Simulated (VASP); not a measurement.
Input of a VASP 6.6.1 run:

The input INCAR:

```
ALGO     = Normal         # electronic algorithm
EDIFF    = 1E-8           # SCF threshold, eV
ENCUT    = 520            # plane-wave cutoff, eV
GGA      = PE             # functional
ISIF     = 2              # what is computed and relaxed
ISMEAR   = -1             # smearing method
LASPH    = True           # aspherical terms in the spheres
LCHARG   = False          # write CHGCAR
LEFG     = True         
LREAL    = Auto         
LWAVE    = False          # write WAVECAR
NBANDS   = 147            # bands
NELM     = 100            # most SCF steps
PREC     = Accurate       # precision mode
SIGMA    = 0.02           # smearing width, eV
```

The input KPOINTS:

```
k-points
0
Gamma
  3 3 3
```

The input POSCAR:

```
SrC2N2O2
1.0
    5.9310000000      3.4242644466      4.2326666667
   -5.9310000000      3.4242644466      4.2326666667
    0.0000000000     -6.8485288931      4.2326666667
Sr C N O
6 12 12 12
Direct
    0.6252000000      0.2639000000      0.9723000000
    0.9723000000      0.6252000000      0.2639000000
    0.2639000000      0.9723000000      0.6252000000
    0.4723000000      0.7639000000      0.1252000000
    0.7639000000      0.1252000000      0.4723000000
    0.1252000000      0.4723000000      0.7639000000
    0.7383000000      0.6651000000      0.8831000000
    0.8831000000      0.7383000000      0.6651000000
    0.6651000000      0.8831000000      0.7383000000
    0.3831000000      0.1651000000      0.2383000000
    0.1651000000      0.2383000000      0.3831000000
    0.2383000000      0.3831000000      0.1651000000
    0.4585000000      0.4204000000      0.6282000000
    0.6282000000      0.4585000000      0.4204000000
    0.4204000000      0.6282000000      0.4585000000
    0.1282000000      0.9204000000      0.9585000000
    0.9204000000      0.9585000000      0.1282000000
    0.9585000000      0.1282000000      0.9204000000
    0.5502000000      0.5912000000      0.3753000000
    0.3753000000      0.5502000000      0.5912000000
    0.5912000000      0.3753000000      0.5502000000
    0.8753000000      0.0912000000      0.0502000000
    0.0912000000      0.0502000000      0.8753000000
    0.0502000000      0.8753000000      0.0912000000
    0.8640000000      0.6369000000      0.7853000000
    0.7853000000      0.8640000000      0.6369000000
    0.6369000000      0.7853000000      0.8640000000
    0.2853000000      0.1369000000      0.3640000000
    0.1369000000      0.3640000000      0.2853000000
    0.3640000000      0.2853000000      0.1369000000
    0.4101000000      0.3349000000      0.7468000000
    0.7468000000      0.4101000000      0.3349000000
    0.3349000000      0.7468000000      0.4101000000
    0.2468000000      0.8349000000      0.9101000000
    0.8349000000      0.9101000000      0.2468000000
    0.9101000000      0.2468000000      0.8349000000
    0.0073000000      0.7184000000      0.5743000000
    0.5743000000      0.0073000000      0.7184000000
    0.7184000000      0.5743000000      0.0073000000
    0.0743000000      0.2184000000      0.5073000000
    0.2184000000      0.5073000000      0.0743000000
    0.5073000000      0.0743000000      0.2184000000
```

Potentials or basis: VASP PAW PBE potentials, release 64 (Sr_sv, C, N, O).

Launch:

```sh
$ cat potpaw_PBE.64/Sr_sv/POTCAR potpaw_PBE.64/C/POTCAR potpaw_PBE.64/N/POTCAR potpaw_PBE.64/O/POTCAR > POTCAR
$ mpirun -np 1 vasp_std > vasp.out
```

Task: Predict the pressure.

Result: 5.4 GPa.

Task: What does it give for the band gap on the k mesh?

Result: 4.16 eV, indirect (least direct gap 4.17 eV).

Forces on the atoms (eV/Å):
```
Sr   0.036  0.037 -0.010
Sr  -0.051  0.013 -0.010
Sr   0.014 -0.050 -0.010
Sr  -0.014 -0.050 -0.010
Sr  -0.036  0.037 -0.010
Sr   0.051  0.013 -0.010
C    0.932 -0.181  0.138
C   -0.310  0.897  0.138
C   -0.622 -0.717  0.138
C    0.622 -0.717  0.138
C   -0.932 -0.181  0.138
C    0.310  0.897  0.138
C    0.775 -0.434  0.319
C   -0.011  0.889  0.319
C   -0.764 -0.454  0.319
C    0.764 -0.454  0.319
C   -0.775 -0.434  0.319
C    0.011  0.889  0.319
N    0.227  0.856 -0.235
N   -0.855 -0.231 -0.235
N    0.628 -0.625 -0.235
N   -0.628 -0.625 -0.235
N   -0.227  0.856 -0.235
N    0.855 -0.231 -0.235
N    0.121 -0.820 -0.128
N    0.649  0.515 -0.128
N   -0.770  0.305 -0.128
N    0.770  0.305 -0.128
N   -0.121 -0.820 -0.128
N   -0.649  0.515 -0.128
O   -0.015 -0.666 -0.101
O    0.585  0.320 -0.101
O   -0.569  0.347 -0.101
O    0.569  0.347 -0.101
O    0.015 -0.666 -0.101
O   -0.585  0.320 -0.101
O    0.222  0.247  0.017
O   -0.325  0.069  0.017
O    0.102 -0.316  0.017
O   -0.102 -0.316  0.017
O   -0.222  0.247  0.017
O    0.325  0.069  0.017
```

Caveat: without QUAD_EFG the Cq values of the log hold for a quadrupole moment of 1 mb, not for the nuclei. A k mesh can miss the band edges.
